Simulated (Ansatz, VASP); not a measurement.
# One calculation of BAs, two programs

The input INCAR:

```
SYSTEM = BAs
PREC = Accurate
ENCUT = 520
EDIFF = 1E-8
ISMEAR = -1
SIGMA = 0.05
LREAL = .False.
LASPH = .True.
NELM = 60
ALGO = Normal
ISIF = 2
LWAVE = .False.
LCHARG = .False.
LEFG = .True.
NBANDS = 11
```

File KPOINTS:

```
Automatic mesh
0
Gamma
  13 13 13
  0 0 0
```

POSCAR

```
BAs
1.0
    0.0000000000      2.3885000000      2.3646150000
    2.3885000000      0.0000000000      2.3646150000
    2.3885000000      2.3885000000      0.0000000000
B As
1 1
Direct
    0.0000000000      0.0000000000      0.0000000000
    0.7500000000      0.7500000000      0.7500000000
```

Input for Ansatz:

```yaml
crystal:
  lattice:
    - [0.0, 2.3885, 2.364615]
    - [2.3885, 0.0, 2.364615]
    - [2.3885, 2.3885, 0.0]
  atoms:
    - { symbol: B, position: [0.0, 0.0, 0.0] }
    - { symbol: As, position: [0.75, 0.75, 0.75] }
kpoints:
  mp_grid: { grid: [13, 13, 13] }
scf:
  occupations: { method: fermi_dirac, width: 0.05 }
hamiltonian:
  xc: lda
  pseudopotentials: { kind: paw }
output:
  forces: true
  stress: true
  eigenvalues: true
  efg: { contact_densities: true }
  write_density: true
  write_potential: true
  elf: true
  volumetric_format: npy
```

Change from the starting cell: zz strain of -1 %, PAW files.

Alike in both runs: task electric field gradients; functional LDA; k mesh 13 × 13 × 13; occupations fermi-dirac, width 0.05 eV; no spin polarisation.

|  | VASP | Ansatz |
| --- | --- | --- |
| version | VASP 6.6.1 | Ansatz 0.2.0 |
| potentials or method | VASP PAW LDA potentials, release 64 (B, As) | PAW with Ansatz's default frozen-core files, scalar-relativistic |
| plane-wave cutoff (eV) | 520 | 420 |
| valence electrons in the cell | 8 | 18 |

Ansatz gave:

| Quantity | Value |
| --- | --- |
| pressure (GPa) | -2.6 |
| traceless stress, the component that is largest in VASP (GPa) | 1.39 |
| size of Vzz on the site where it differs most (V/Å²) | 1.2 |

**Question.** Estimate VASP's values.

**Answer.** Pressure (GPa): -1.7; traceless stress, the component that is largest in VASP (GPa): 1.38; size of Vzz on the site where it differs most (V/Å²): 1.3.

LDA's correlation is that of Perdew and Zunger in VASP and of Perdew and Wang (1992) in Ansatz. VASP's potentials hold 8 valence electrons a cell and Ansatz's 18, so a difference there can come from the potentials and not from the codes.
